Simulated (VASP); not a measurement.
# SiNi3 (Cmmm) in VASP: notebook

The runs below take SiNi3 through single point, with PBE.

Program: VASP 6.6.1. These are calculated values, not measurements. Logs are shortened: lines on timing, memory, paths and dates and some standing lists are left out, and cuts for length are marked.

## 1. The cell of the first run

The structure is orthorhombic, space group Cmmm (No. 65). Conventional cell: a = 4.884 Å, b = 5.033 Å, c = 3.506 Å, α = 90.00°, β = 90.00°, γ = 90.00°. Within 3.2 Å of Si (site symmetry mmm) lie 12 Ni at 2.44 to 2.52 Å. Within 3.2 Å of Ni (site symmetry 2/m) lie 8 Ni at 2.44 to 2.52 Å and 4 Si at 2.48 Å. Ni (site symmetry mmm) has 4 Si at 2.44 to 2.52 Å and 8 Ni at 2.48 Å within 3.2 Å.

## 2. Single point, PBE (strain -0.0300 x Voigt [0, 0, 0, 0, 1, 0])

File INCAR:

```
ALGO     = Fast           # electronic algorithm
EDIFF    = 1E-6           # SCF threshold, eV
ENCUT    = 520            # plane-wave cutoff, eV
GGA      = PE             # functional
ISIF     = 2              # what is computed and relaxed
ISMEAR   = 0              # smearing method
LASPH    = T              # aspherical terms in the spheres
LCHARG   = F              # write CHGCAR
LREAL    = F              # projectors in reciprocal space
LWAVE    = F              # write WAVECAR
NBANDS   = 25             # bands
NELM     = 80             # most SCF steps
PREC     = Accurate       # precision mode
SIGMA    = 0.15           # smearing width, eV
```

File KPOINTS:

```
k-points
0
Gamma
  14 14 14
```

File POSCAR:

```
SiNi3
1.0
    3.5062596291      0.0000000000     -0.0525938944
    0.0000000000      3.5062596291      0.0000000000
   -0.0525938944      0.0000000000      3.5062596291
Si Ni
1 3
Direct
    0.0000000000      0.0000000000      0.0000000000
    0.0000000000      0.5000000000      0.5000000000
    0.5000000000      0.0000000000      0.5000000000
    0.5000000000      0.5000000000      0.0000000000
```

Potentials or basis: VASP PAW PBE potentials, release 64 (Si, Ni).

Command:

```bash
$ cat potpaw_PBE.64/Si/POTCAR potpaw_PBE.64/Ni/POTCAR > POTCAR
$ mpirun -np 1 vasp_std > vasp.out
```

OUTCAR:

```text
EDIFF = 1E-6
   ENCUT = 520
   GGA = PE
   ISIF = 2
   ISMEAR = 0
   LASPH = T
   LREAL = F
   NELM = 80
   PREC = Accurate

 ion  position               nearest neighbor table
   1  0.000  0.000  0.000-   3 2.44   3 2.44   4 2.48   2 2.48   2 2.48   4 2.48   2 2.48   4 2.48
                             2 2.48   4 2.48   3 2.52   3 2.52
   2  0.000  0.500  0.500-   4 2.44   4 2.44   1 2.48   1 2.48   1 2.48   3 2.48   1 2.48   3 2.48
                             3 2.48   3 2.48   4 2.52   4 2.52
   3  0.500  0.000  0.500-   1 2.44   1 2.44   4 2.48   4 2.48   2 2.48   4 2.48   4 2.48   2 2.48
                             2 2.48   2 2.48   1 2.52   1 2.52
   4  0.500  0.500  0.000-   2 2.44   2 2.44   3 2.48   3 2.48   1 2.48   3 2.48   3 2.48   1 2.48
                             1 2.48   1 2.48   2 2.52   2 2.52

  LATTYP: Found a base centered orthorhombic cell.
 ALAT       =     4.8842209219
 B/A-ratio  =     1.0304568528
 C/A-ratio  =     0.7178749048

  Lattice vectors:

 A1 = (  -0.0525938944,   0.0000000000,   3.5062596291)
 A2 = (   3.5062596291,   0.0000000000,  -0.0525938944)
 A3 = (   0.0000000000,   3.5062596291,   0.0000000000)

Analysis of symmetry for initial positions (statically):
=====================================================================
 Subroutine PRICEL returns:
 Original cell was already a primitive cell.

 Routine SETGRP: Setting up the symmetry group for a
 base centered orthorhombic supercell.

 Subroutine GETGRP returns: Found  8 space group operations
 (whereof  8 operations were pure point group operations)
 out of a pool of  8 trial point group operations.

The static configuration has the point symmetry D_2h.

Analysis of symmetry for dynamics (positions and initial velocities):
=====================================================================
 Subroutine PRICEL returns:
 Original cell was already a primitive cell.

 Routine SETGRP: Setting up the symmetry group for a
 base centered orthorhombic supercell.

 Subroutine GETGRP returns: Found  8 space group operations
 (whereof  8 operations were pure point group operations)
 out of a pool of  8 trial point group operations.

The dynamic configuration has the point symmetry D_2h.

 Subroutine INISYM returns: Found  8 space group operations
 (whereof  8 operations are pure point group operations),
[... 98 lines left out ...]
   ENCUT  =  520.0 eV  38.22 Ry    6.18 a.u.   6.52  6.52  6.52*2*pi/ulx,y,z
   NELM   =     80;   NELMIN=  2; NELMDL= -5     # of ELM steps
   EDIFF  = 0.1E-05   stopping-criterion for ELM
   LREAL  =      F    real-space projection
   EDIFFG = 0.1E-04   stopping-criterion for IOM
   NSW    =      0    number of steps for IOM
   IBRION =     -1    ionic relax: 0-MD 1-quasi-New 2-CG
   NFREE  =      0    steps in history (QN), initial steepest desc. (CG)
   ISIF   =      2    stress and relaxation
   ISYM   =      2    0-nonsym 1-usesym 2-fastsym
   POTIM  = 0.5000    time-step for ionic-motion
   TEBEG  =    0.0;   TEEND  =   0.0 temperature during run
   PSTRESS=    0.0 pullay stress
   NELECT =      34.0000    total number of electrons
   NUPDOWN=      -1.0000    fix difference up-down
   EMIN   =  10.00;   EMAX   =-10.00  energy-range for DOS
   EFERMI =   0.00;   METHOD = LEGACY
   ISMEAR =     0;   SIGMA  =   0.15  broadening in eV -4-tet -1-fermi 0-gaus
   EFERMI_NEDOS =   21; number of points for ismear=-14 and -15
   IALGO  =     68    algorithm
   IMIX   =      4    mixing-type and parameters
     AMIX     =   0.40;   BMIX     =  1.00
     AMIX_MAG =   1.60;   BMIX_MAG =  1.00
  volume/ion in A,a.u.               =      10.77        72.71
  Fermi-wavevector in a.u.,A,eV,Ry     =   1.512712  2.858612 31.134187  2.288298
  Thomas-Fermi vector in A             =   2.622600
   LORBIT       =      0    0 simple, 1 ext, 2 COOP (PROOUT), +10 PAW based schemes
   GGA     = PE    functional components
   LHFCALC =     F    Hartree Fock is set to
   AEXX    =    0.0000 exact exchange contribution
   IVDW    =     0    specifies the selected vdW correction
   LEPSILON=     F    determine dielectric tensor
   LRPA    =     F    only Hartree local field effects (RPA)
 non-spin polarized calculation
 RMM-DIIS sequential band-by-band and
 Gauss-broadening in eV      SIGMA  =   0.15
  energy-cutoff  :      520.00
  volume of cell :       43.10
 maximum number of plane-waves:      1193
 NGX is ok and might be reduce to    28
   NGX = 13   NGY = 13   NGZ = 13

 number of electron      33.9999968 magnetization

 Free energy of the ion-electron system (eV)
  ---------------------------------------------------
  ext. energy  EPLUGINS =         0.00000000
  ---------------------------------------------------
  free energy    TOTEN  =       -23.67628994 eV

  energy without entropy =      -23.65450465  energy(sigma->0) =      -23.66539729

 E-fermi :  10.6727     XC(G=0): -13.0981

 val. band max:       10.6654115964   @ k =   0.0714   0.0000   0.0714
 cond. band min:      10.6739437136   @ k =   0.0000   0.0000   0.0000
 fundamental gap:      0.0085321172
 Fermi energy:        10.6726505872

 k-point     1 :       0.0000    0.0000    0.0000
  band No.  band energies     occupation
      1      -1.2695      2.00000
      2       5.7847      2.00000
      3       6.6063      2.00000
      4       6.6085      2.00000
      5       7.1068      2.00000
      6       7.1203      2.00000
[... 661 lines left out ...]
     24      19.3307      0.00000
     25      22.5383      0.00000

 [... further k-points ...]

------------------------ aborting loop because EDIFF is reached ----------------------------------------

  FORCE on cell =-STRESS in cart. coord.  units (eV):
  Direction    XX          YY          ZZ          XY          YZ          ZX
  --------------------------------------------------------------------------------------
  -------------------------------------------------------------------------------------
  Total        0.0688046     -0.0345386      0.0688046      0.0000000      0.0000000      1.0510626
  in kB        2.5579596     -1.2840482      2.5579596      0.0000000      0.0000000     39.0755127
  external PRESSURE =       1.2772903 kB  Pullay stress =       0.0000000 kB

 VOLUME and BASIS-vectors are now :
 -----------------------------------------------------------------------------
  energy-cutoff  :      520.00
  volume of cell :       43.10
      direct lattice vectors                 reciprocal lattice vectors
     3.506259629  0.000000000 -0.052593894     0.285268393  0.000000000  0.004279026
     0.000000000  3.506259629  0.000000000     0.000000000  0.285204208  0.000000000
    -0.052593894  0.000000000  3.506259629     0.004279026  0.000000000  0.285268393

 POSITION                                       TOTAL-FORCE (eV/Angst)
 -----------------------------------------------------------------------------------
      0.00000      0.00000      0.00000         0.000000      0.000000      0.000000
     -0.02630      1.75313      1.75313        -0.000000      0.000000      0.000000
      1.72683      0.00000      1.72683        -0.000000      0.000000      0.000000
      1.75313      1.75313     -0.02630         0.000000      0.000000      0.000000
 -----------------------------------------------------------------------------------
    total drift:                                0.000000      0.000000      0.000000

  FREE ENERGIE OF THE ION-ELECTRON SYSTEM (eV)
  ---------------------------------------------------
  free  energy   TOTEN  =       -23.6762899394 eV

  energy  without entropy=      -23.6545046450  energy(sigma->0) =      -23.66539729
```

OSZICAR:

```text
N       E                     dE             d eps       ncg     rms          rms(c)
DAV:   1     0.199343906092E+03    0.19934E+03   -0.15342E+04 22992   0.181E+03
DAV:   2    -0.166170233848E+02   -0.21596E+03   -0.20369E+03 22825   0.329E+02
DAV:   3    -0.272174010287E+02   -0.10600E+02   -0.10195E+02 26083   0.955E+01
DAV:   4    -0.273998365299E+02   -0.18244E+00   -0.18205E+00 26115   0.113E+01
DAV:   5    -0.274053692114E+02   -0.55327E-02   -0.55319E-02 28069   0.184E+00    0.195E+01
RMM:   6    -0.272846853020E+02    0.12068E+00   -0.34994E+01 25088   0.673E+01    0.182E+01
RMM:   7    -0.237763835060E+02    0.35083E+01   -0.96711E+00 23365   0.369E+01    0.421E+00
RMM:   8    -0.236812477053E+02    0.95136E-01   -0.12428E-01 24804   0.299E+00    0.805E-01
RMM:   9    -0.236883458500E+02   -0.70981E-02   -0.42565E-02 25820   0.182E+00    0.137E+00
RMM:  10    -0.236769664788E+02    0.11379E-01   -0.17800E-02 26583   0.136E+00    0.392E-01
RMM:  11    -0.236763930900E+02    0.57339E-03   -0.44893E-03 29014   0.441E-01    0.203E-01
RMM:  12    -0.236763444993E+02    0.48591E-04   -0.13619E-03 26755   0.407E-01    0.114E-01
RMM:  13    -0.236762693720E+02    0.75127E-04   -0.58648E-04 28118   0.224E-01    0.320E-02
RMM:  14    -0.236762888805E+02   -0.19509E-04   -0.26834E-04 32331   0.964E-02    0.135E-02
RMM:  15    -0.236762897290E+02   -0.84850E-06   -0.18165E-05 29856   0.265E-02    0.116E-02
RMM:  16    -0.236762899394E+02   -0.21035E-06   -0.20406E-06 16478   0.944E-03
   1 F= -.23676290E+02 E0= -.23665397E+02  d E =-.217853E-01
```

It took 12 min on 1 thread of Intel Xeon Platinum 8259CL at 2.50GHz (Skylake/Cascade Lake), shared host; peak memory 0.48 GiB.

Results:

```yaml
Free_energy: -23.6763 eV
Pressure: 0.1 GPa
Band_gap_on_the_k_mesh: zero (band 17 reaches 10.69 eV, above the bottom of band 18 at 10.43 eV)
```

Caveat: the cell differs from its parent crystal (strain -0.0300 x Voigt [0, 0, 0, 0, 1, 0]).

## 3. Single point, PBE (strain +0.0150 x Voigt [0, 0, 0, 0, 1, 0])

File INCAR:

```
PREC = Accurate
ENCUT = 520
EDIFF = 1E-6
ISMEAR = 0
SIGMA = 0.15
LREAL = False
LASPH = True
NELM = 60
ALGO = Fast
ISIF = 2
LWAVE = False
LCHARG = False
GGA = PE
NBANDS = 25
```

File KPOINTS:

```
regular mesh
0
Gamma
  14 14 14
```

POSCAR: that of step 2 with these lines changed.

```diff
@@ -2,5 +2,5 @@
 1.0
-    3.5062596291      0.0000000000     -0.0525938944
+    3.5062596291      0.0000000000      0.0262969472
     0.0000000000      3.5062596291      0.0000000000
-   -0.0525938944      0.0000000000      3.5062596291
+    0.0262969472      0.0000000000      3.5062596291
 Si Ni
```

Potentials or basis: VASP PAW PBE potentials, release 64 (Si, Ni).

Command:

```bash
$ cat potpaw_PBE.64/Si/POTCAR potpaw_PBE.64/Ni/POTCAR > POTCAR
$ mpirun -np 1 vasp_std > vasp.out
```

Run time: 13 min. Hardware: 1 thread of Intel Xeon Platinum 8259CL at 2.50GHz (Skylake/Cascade Lake), shared host; peak memory 0.48 GiB.

Results (log left out):

* Free energy: -23.6881 eV
* Pressure: 0.2 GPa
* Band gap on the k mesh: zero (band 17 reaches 10.68 eV, above the bottom of band 18 at 10.45 eV)

Stress tensor (GPa, compression positive):
```
 0.23  0.00 -1.95
 0.00  0.13  0.00
-1.95  0.00  0.23
```

Levels at points of the mesh, in eV from the Fermi level:
```tsv
k point	band 13	band 14	band 15	band 16	band 17	band 18	band 19	band 20	band 21	band 22
(0.00, 0.00, 0.00)	-0.87	-0.64	-0.64	-0.32	0.01	0.01	0.02	4.81	6.31	6.31
(0.50, 0.00, 0.00)	-1.33	-1.31	-1.16	-0.57	0.01	3.58	3.58	5.06	5.25	5.37
(0.00, 0.50, 0.00)	-1.31	-1.29	-1.16	-0.57	0.01	3.53	3.64	5.19	5.22	5.29
(0.50, 0.50, 0.00)	-1.45	-1.44	-1.13	-1.03	-0.96	0.63	0.63	5.57	6.31	7.65
(0.50, 0.00, 0.50)	-1.44	-1.40	-1.13	-1.03	-0.96	0.58	0.69	5.57	6.32	7.58
(0.50, 0.50, 0.50)	-1.41	-1.25	-1.25	-0.41	-0.25	-0.22	-0.20	1.19	3.90	4.01
```

Caveat: the cell differs from its parent crystal (strain +0.0150 x Voigt [0, 0, 0, 0, 1, 0]). Spin polarisation is off, so any magnetic state and its effect on volume and gap are missing.
